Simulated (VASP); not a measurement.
# InSb3 (R3m) in VASP: a series of runs, part 2 of 2

VASP 6.6.1. The steps go on from the part before.

### 3 Single point, PBEsol (atom 1 (In) moved +0.075 Å along Cartesian [1 1 1])

Input file INCAR:

```
ALGO = Normal
EDIFF = 1E-6
ENCUT = 520
GGA = PS
ISIF = 2
ISMEAR = 0
LASPH = T
LCHARG = F
LREAL = F
LWAVE = F
NBANDS = 22
NELM = 60
PREC = Accurate
SIGMA = 0.15
```

Input file KPOINTS:

```
k-points
0
Gamma
  10 10 10
```

Input file POSCAR:

```
InSb3
1.0
    4.7282366893      0.0000000000      0.0000000000
    0.0000000000      4.7282366893      0.0000000000
    0.0000000000      0.0000000000      4.7282366893
In Sb
1 3
Direct
    0.0091580166      0.0091580166      0.0091580166
    0.5000000000      0.0000000000      0.5000000000
    0.0000000000      0.5000000000      0.5000000000
    0.5000000000      0.5000000000      0.0000000000
```

Potentials or basis: VASP PAW PBE potentials, release 64 (In_d, Sb).

On the command line:

```bash
cat potpaw_PBE.64/In_d/POTCAR potpaw_PBE.64/Sb/POTCAR > POTCAR
mpirun -np 1 vasp_std > vasp.out
```

It took 55 s on 1 thread of Intel Xeon 6975P-C (Granite Rapids), shared host; peak memory 0.38 GiB.

It converged, with:

| Item | Value |
| --- | --- |
| Free energy | -16.0679 eV |
| Pressure | 0.0 GPa |
| Largest force | 0.120 eV/Å |
| Band gap on the k mesh | zero (bands 14 and 15 overlap by 4.89 eV) |

Forces on the atoms (eV/Å):
```
In  -0.069 -0.069 -0.069
Sb   0.054 -0.039  0.054
Sb  -0.039  0.054  0.054
Sb   0.054  0.054 -0.039
```

Levels at points of the mesh, in eV from the Fermi level:
```
           k point  band 10  band 11  band 12  band 13  band 14  band 15  band 16  band 17  band 18  band 19
(0.00, 0.00, 0.00)    -4.48    -4.48    -3.54     0.52     0.52     0.52     1.82     1.82     1.82     4.83
(0.50, 0.00, 0.00)    -3.02    -3.02    -2.19    -2.19    -1.14    -0.91     2.30     2.33     2.34     2.67
(0.50, 0.50, 0.00)    -2.48    -1.61    -1.61    -1.41    -1.12    -1.12    -0.33     1.04     3.51     3.76
(0.50, 0.50, 0.50)    -5.28    -5.21    -5.21    -4.78     3.77     3.77     3.88     3.88     3.88     6.69
```

Caveat: the cell differs from its parent crystal (atom 1 (In) moved +0.075 Å along Cartesian [1 1 1]); the PAW data sets were made with another functional, which shifts forces and pressure a little; spin-orbit coupling is left out, which moves the levels of the heavy elements.

### 4 Single point, PBEsol (atom 1 (In) moved -0.050 Å along Cartesian [1 1 1])

Input file INCAR:

```
SYSTEM = InSb3
  PREC = Accurate
  ENCUT = 520
  EDIFF = 1E-7
  ISMEAR = 0
  SIGMA = 0.15
  LREAL = .False.
  LASPH = .True.
  NELM = 80
  ALGO = Normal
  ISIF = 2
  LWAVE = .False.
  LCHARG = .False.
  GGA = PS
  NBANDS = 22
```

Input file KPOINTS:

```
regular mesh
0
Gamma
  10 10 10
  0 0 0
```

POSCAR, as its differences from that of step 3:

```diff
@@ -8,3 +8,3 @@
 Direct
-    0.0091580166      0.0091580166      0.0091580166
+   -0.0061053444     -0.0061053444     -0.0061053444
     0.5000000000      0.0000000000      0.5000000000
```

Potentials or basis: VASP PAW PBE potentials, release 64 (In_d, Sb).

On the command line:

```bash
cat potpaw_PBE.64/In_d/POTCAR potpaw_PBE.64/Sb/POTCAR > POTCAR
mpirun -np 1 vasp_std > vasp.out
```

OUTCAR:

```text
SYSTEM = InSb3
   PREC = Accurate
   ENCUT = 520
   EDIFF = 1E-7
   ISMEAR = 0
   LREAL = .False.
   LASPH = .True.
   NELM = 80
   ISIF = 2
   GGA = PS

 ion  position               nearest neighbor table
   1  0.994  0.994  0.994-   2 3.30   3 3.30   4 3.30   4 3.34   2 3.34   3 3.34   2 3.34   4 3.34
                             3 3.34   2 3.38   3 3.38   4 3.38
   2  0.500  0.000  0.500-   1 3.30   3 3.34   4 3.34   4 3.34   3 3.34   4 3.34   4 3.34   3 3.34
                             3 3.34   1 3.34   1 3.34   1 3.38
   3  0.000  0.500  0.500-   1 3.30   2 3.34   4 3.34   4 3.34   2 3.34   2 3.34   4 3.34   4 3.34
                             2 3.34   1 3.34   1 3.34   1 3.38
   4  0.500  0.500  0.000-   1 3.30   2 3.34   3 3.34   2 3.34   3 3.34   2 3.34   2 3.34   3 3.34
[... 804 lines left out ...]
  Total        0.0095466      0.0095466      0.0095466      0.0044132      0.0044132      0.0044132
  in kB        0.1446972      0.1446972      0.1446972      0.0668910      0.0668910      0.0668910
  external PRESSURE =       0.1446972 kB  Pullay stress =       0.0000000 kB

 VOLUME and BASIS-vectors are now :
 -----------------------------------------------------------------------------
  energy-cutoff  :      520.00
  volume of cell :      105.71
      direct lattice vectors                 reciprocal lattice vectors
     4.728236689  0.000000000  0.000000000     0.211495334  0.000000000  0.000000000
     0.000000000  4.728236689  0.000000000     0.000000000  0.211495334  0.000000000
     0.000000000  0.000000000  4.728236689     0.000000000  0.000000000  0.211495334

 POSITION                                       TOTAL-FORCE (eV/Angst)
 -----------------------------------------------------------------------------------
      4.69937      4.69937      4.69937         0.046143      0.046143      0.046143
      2.36412      0.00000      2.36412        -0.036112      0.026081     -0.036112
      0.00000      2.36412      2.36412         0.026081     -0.036112     -0.036112
      2.36412      2.36412      0.00000        -0.036112     -0.036112      0.026081
 -----------------------------------------------------------------------------------
    total drift:                                0.000014      0.000014      0.000012

  FREE ENERGIE OF THE ION-ELECTRON SYSTEM (eV)
  ---------------------------------------------------
  free  energy   TOTEN  =       -16.0704319372 eV

  energy  without entropy=      -16.0525905896  energy(sigma->0) =      -16.06151126
```

OSZICAR:

```text
N       E                     dE             d eps       ncg     rms          rms(c)
DAV:   1     0.188954607665E+03    0.18895E+03   -0.10977E+04  5112   0.119E+03
DAV:   2     0.938272612095E-01   -0.18886E+03   -0.18201E+03  5666   0.296E+02
DAV:   3    -0.155708118495E+02   -0.15665E+02   -0.15083E+02  6274   0.863E+01
DAV:   4    -0.161019899619E+02   -0.53118E+00   -0.52928E+00  5960   0.166E+01
DAV:   5    -0.161259475365E+02   -0.23958E-01   -0.23955E-01  7558   0.367E+00    0.365E+00
DAV:   6    -0.160843026288E+02    0.41645E-01   -0.64855E-02  6350   0.347E+00    0.203E+00
DAV:   7    -0.160710504678E+02    0.13252E-01   -0.31020E-02  7076   0.183E+00    0.230E-01
DAV:   8    -0.160704539054E+02    0.59656E-03   -0.27254E-03  6026   0.642E-01    0.545E-02
DAV:   9    -0.160704326069E+02    0.21298E-04   -0.12035E-04  6490   0.863E-02    0.206E-02
DAV:  10    -0.160704324034E+02    0.20354E-06   -0.81741E-06  6642   0.190E-02    0.751E-03
DAV:  11    -0.160704320283E+02    0.37509E-06   -0.54072E-07  6264   0.495E-03    0.872E-04
DAV:  12    -0.160704319372E+02    0.91118E-07   -0.37234E-08  3794   0.192E-03
   1 F= -.16070432E+02 E0= -.16061511E+02  d E =-.178413E-01
```

It took 64 s on 1 thread of Intel Xeon 6975P-C (Granite Rapids), shared host; peak memory 0.38 GiB.

What came out:

* Free energy: -16.0704 eV
* Pressure: 0.0 GPa
* Largest force: 0.080 eV/Å
* Band gap on the k mesh: zero (bands 14 and 15 overlap by 4.89 eV)

Forces in eV/Å, atoms in the order of the input:
```
In   0.046  0.046  0.046
Sb  -0.036  0.026 -0.036
Sb   0.026 -0.036 -0.036
Sb  -0.036 -0.036  0.026
```

Levels at points of the mesh, in eV from the Fermi level:
```csv
k point,band 12,band 13,band 14,band 15,band 16,band 17
"(0.00, 0.00, 0.00)",-3.55,0.52,0.52,0.52,1.82,1.82
"(0.50, 0.00, 0.00)",-2.19,-2.19,-1.14,-0.91,2.30,2.34
"(0.50, 0.50, 0.00)",-1.61,-1.41,-1.12,-1.12,-0.33,1.03
"(0.50, 0.50, 0.50)",-5.21,-4.83,3.77,3.77,3.88,3.88
```

Caveat: the cell differs from its parent crystal (atom 1 (In) moved -0.050 Å along Cartesian [1 1 1]); the PAW data sets were made with another functional, which shifts forces and pressure a little; spin-orbit coupling is left out, which moves the levels of the heavy elements.

### 5 Summary

```tsv
cell	gap on the mesh (eV)	pressure (GPa)	largest force (eV/Å)
as given, atomic positions A	none	0.1	0.16
as given, atomic positions B	none	0.0	0.12
as given, atomic positions C	none	0.0	0.08
```

Alike in all rows: task single point; level PBEsol; potentials or basis VASP PAW PBE potentials, release 64 (In_d, Sb); no spin polarisation; k mesh 10 × 10 × 10; cutoff (eV) 520; smearing gaussian 0.15 eV.

Caveats: the PAW data sets were made with another functional, which shifts forces and pressure a little; spin-orbit coupling is left out, which moves the levels of the heavy elements.

Absolute energies hang on the potentials; compare differences alone.
